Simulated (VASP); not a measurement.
Set up this calculation in VASP 6.6.1, as the native input.

```yaml
Task: single point
Functional: PBEsol
Potentials_or_basis: VASP PAW PBE potentials, release 64 (H, Cl)
Cutoff: 520 eV
k_mesh: 8 × 8 × 8
Occupations: gaussian, width 0.01 eV
Spin: no spin polarisation
Dipole_correction: no
Further_INCAR_settings: ALGO = Normal; EDIFF = 1e-06; NBANDS = 11
```

The structure of HCl lies in POSCAR:

```
HCl
1.0
   -1.5393457517      1.5393457592      2.1848719562
    1.5393457517     -1.5393457592      2.1848719562
    1.5393457517      1.5393457592     -2.1848719562
H Cl
1 1
Direct
    0.6844103254      0.6844103254      0.0000000000
    0.9835896746      0.9835896746      0.0000000000
```

One way to write it, as run:

INCAR

```
SYSTEM = HCl
  PREC = Accurate
  ENCUT = 520
  EDIFF = 1E-6
  ISMEAR = 0
  SIGMA = 0.01
  LREAL = .FALSE.
  LASPH = .TRUE.
  NELM = 80
  ALGO = Normal
  ISIF = 2
  LWAVE = .FALSE.
  LCHARG = .FALSE.
  GGA = PS
  NBANDS = 11
```

KPOINTS

```
regular mesh
0
G
  8 8 8
  0 0 0
```

Potentials or basis: VASP PAW PBE potentials, release 64 (H, Cl).

Launch:

```console
$ cat potpaw_PBE.64/H/POTCAR potpaw_PBE.64/Cl/POTCAR > POTCAR
$ mpirun -np 1 vasp_std > vasp.out
```

It gave:

- Pressure: 21.6 GPa
- Largest force: 0.098 eV/Å
- Band gap on the k mesh: 2.05 eV, indirect (least direct gap 4.29 eV)

Caveat: the PAW data sets were made with another functional, which shifts forces and pressure a little.

Wall time 3.6 s on 1 thread of Intel(R) Xeon(R) 6975P-C (Granite Rapids), with other jobs on the host, peak memory 0.14 GiB.
